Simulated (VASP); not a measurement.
Input of a VASP 6.6.1 run:

File POSCAR:

```
ZnPtC6N6
1.0
    0.0000000000      5.2610000000      5.2610000000
    5.2610000000      0.0000000000      5.2610000000
    5.2610000000      5.2610000000      0.0000000000
Zn Pt C N
1 1 6 6
Direct
    0.5000000000      0.5000000000      0.5000000000
    0.0000000000      0.0000000000      0.0000000000
    0.1902377818      0.1902377818      0.8097622182
    0.8097622182      0.8097622182      0.1902377818
    0.8097622182      0.1902377818      0.1902377818
    0.1902377818      0.8097622182      0.8097622182
    0.1902377818      0.8097622182      0.1902377818
    0.8097622182      0.1902377818      0.8097622182
    0.3000993168      0.3000993168      0.6999006832
    0.6999006832      0.6999006832      0.3000993168
    0.6999006832      0.3000993168      0.3000993168
    0.3000993168      0.6999006832      0.6999006832
    0.3000993168      0.6999006832      0.3000993168
    0.6999006832      0.3000993168      0.6999006832
```

File INCAR.step1:

```
PREC = Accurate
ENCUT = 520
ISMEAR = -1
SIGMA = 0.05
LREAL = False
LASPH = True
NELM = 60
NBANDS = 51
GGA = PE
ALGO = Normal
EDIFF = 1E-4
LWAVE = True
LCHARG = False
```

INCAR.step2

```
PREC = Accurate
ENCUT = 520
EDIFF = 1E-8
ISMEAR = -1
SIGMA = 0.05
LREAL = False
LASPH = True
NELM = 60
ALGO = Normal
ISIF = 2
LWAVE = False
LCHARG = False
METAGGA = R2SCAN
LMIXTAU = True
LEFG = True
NBANDS = 51
ISTART = 1
```

KPOINTS

```
Automatic mesh
0
Gamma
  6 6 6
```

Potentials or basis: VASP PAW PBE potentials, release 64 (Zn, Pt, C, N).

Launch:

```sh
$ cat potpaw_PBE.64/Zn/POTCAR potpaw_PBE.64/Pt/POTCAR potpaw_PBE.64/C/POTCAR potpaw_PBE.64/N/POTCAR > POTCAR
$ cp INCAR.step1 INCAR
$ mpirun -np 1 vasp_std > vasp.out
$ cp INCAR.step2 INCAR
$ mpirun -np 1 vasp_std > vasp.out
```

(1) Estimate the band gap on the k mesh.

(2) Estimate the pressure.

(3) Estimate the largest force.

Results:

(1) 5.32 eV (least direct gap 5.48 eV).

(2) 0.7 GPa.

(3) 0.177 eV/Å.

Caveat: without QUAD_EFG the Cq values of the log hold for a quadrupole moment of 1 mb, not for the nuclei; the PAW data sets were made with another functional, which shifts forces and pressure a little; spin-orbit coupling is left out, which moves the levels of the heavy elements.
